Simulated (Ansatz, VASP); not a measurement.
## Two plane-wave programs on Ni

```xyz
1
Lattice="-1.3747 1.3747 1.3747 1.3747 -1.3747 1.3747 1.3747 1.3747 -1.3747" Properties=species:S:1:pos:R:3 pbc="T T T"
Ni    0.0000    0.0000    0.0000
```

Alike in both runs: task relaxation of cell and atoms; functional PBEsol; k mesh 21 × 21 × 21; occupations fermi-dirac, width 0.08 eV; collinear spin.

```csv
,VASP,Ansatz
version,VASP 6.6.1,Ansatz 0.2.0
potentials or method,"VASP PAW PBE potentials, release 64 (Ni)","PAW with Ansatz's default frozen-core files, scalar-relativistic"
plane-wave cutoff (eV),600,420
valence electrons in the cell,10,18
```

|  | VASP | Ansatz | Ansatz less VASP |
| --- | --- | --- | --- |
| net moment per atom (μB) | 0.50 | 0.51 | +0.013 |
| size of the moment on the site where the two differ most (μB) | 0.50 | 0.54 | +0.034 |
| relaxed volume (Å³/atom) | 10.46 | 10.47 | +0.005 |
| relaxed cell length with the largest relative difference (Å) | 2.387 | 2.387 | +0.0004 |

VASP's potentials were made for PBE, not for PBEsol. Site moments also hang on the region over which each program counts them. VASP's potentials hold 10 valence electrons a cell and Ansatz's 18, so a difference there can come from the potentials and not from the codes.
